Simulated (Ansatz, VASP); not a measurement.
## One calculation of SnO2, two programs

```
CELL_PARAMETERS angstrom
4.85579 0.00000 0.00000
0.00000 4.85579 0.00000
0.00000 0.00000 3.15966
ATOMIC_POSITIONS crystal
Sn 0.00000 0.00000 0.00000
Sn 0.50000 0.50000 0.50000
O 0.30621 0.30621 0.00000
O 0.19379 0.80621 0.50000
O 0.80621 0.19379 0.50000
O 0.69379 0.69379 0.00000
```

Change from the starting cell: epitaxial_xy strain +2.0%.

Alike in both runs: task single point; functional PBE; k mesh 6 × 6 × 8; occupations fermi-dirac, width 0.02 eV; no spin polarisation.

|  | VASP | Ansatz |
| --- | --- | --- |
| version | VASP 6.6.1 | Ansatz 0.2.0 |
| potentials or method | VASP PAW PBE potentials, release 64 (Sn_d, O) | plane waves, PAW |
| plane-wave cutoff (eV) | 520 | 420 |
| valence electrons in the cell | 52 | 52 |

VASP gave:

* gap on the k mesh at the Fermi level (eV): 0.91
* pressure (GPa): 4.3
* traceless stress, the component that is largest in VASP (GPa): 5.05
* rms of the force components (eV/Å): 0.044

Problem. What did Ansatz give for the same quantities?

Solution. gap on the k mesh at the Fermi level (eV): 0.93; pressure (GPa): 3.6; traceless stress, the component that is largest in VASP (GPa): 4.81; rms of the force components (eV/Å): 0.032.

Atom by atom the forces differ by 0.012 eV/Å (rms over components).
